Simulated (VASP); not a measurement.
Ge, 2 atoms in the cell. The cell holds a slab with vacuum, 2 atoms: a = 4.095 Å, b = 4.095 Å, c = 28.000 Å, α = 90.00°, β = 90.00°, γ = 120.00°. 

- Program: VASP 6.6.1
- Task: single point
- Functional: PBE
- Dispersion: D3(BJ)
- Potentials or basis: VASP PAW PBE potentials, release 64 (Ge_d)
- Cutoff: 520 eV
- k mesh: 12 × 12 × 1
- Occupations: gaussian, width 0.1 eV
- Spin: no spin polarisation
- Dipole correction: yes
- Further INCAR settings: ALGO = Normal; EDIFF = 1e-07; NBANDS = 21

Potentials or basis: VASP PAW PBE potentials, release 64 (Ge_d).

Command:

```bash
$ cat potpaw_PBE.64/Ge_d/POTCAR > POTCAR
$ mpirun -np 1 vasp_std > vasp.out
```

Hardware: 1 thread of Intel Xeon 8259CL, with other jobs on the host.

Task: Estimate the wall time of this run.

Result: Run time: 7.9 min on 1 thread of Intel Xeon 8259CL, on a shared host, peak memory 0.54 GiB. Counts: scf iterations 23, k points 19.
